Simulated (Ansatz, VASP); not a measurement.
Two plane-wave programs on Au

```
Au
1.0
     2.93682    0.00000    0.00000
    -1.46841    2.54336    0.00000
     0.00000    0.00000    4.91034
Au
2
Direct
  0.33333 0.66667 0.75000
  0.66667 0.33333 0.25000
```

Change from the starting cell: strain +0.025 along x and y, +0.025 along z, atoms carried along.

Alike in both runs: task single point; functional PBEsol; k mesh 24 × 24 × 12; occupations gaussian, width 0.15 eV; no spin polarisation.

|  | VASP | Ansatz |
| --- | --- | --- |
| version | VASP 6.6.1 | Ansatz 0.2.0 |
| potentials or method | VASP PAW PBE potentials, release 64 (Au), cutoff 520 eV | scalar-relativistic, plane waves, PAW |
| valence electrons in the cell | 22 | 38 |

|  | VASP | Ansatz | Ansatz less VASP |
| --- | --- | --- | --- |
| gap on the k mesh at the Fermi level (eV) | none | none | - |
| pressure (GPa) | -10.4 | -10.2 | +0.20 |
| traceless stress, the component that is largest in VASP (GPa) | 0.27 | 0.29 | +0.015 |

VASP's potentials were made for PBE, not for PBEsol. A gap of «none» marks a metal or a gap that the smearing closes. With one functional, cell and mesh, what is left measures potentials, basis and numerics. VASP's potentials hold 22 valence electrons a cell and Ansatz's 38, so a difference there can come from the potentials and not from the codes.

Neither program's run includes spin-orbit coupling.
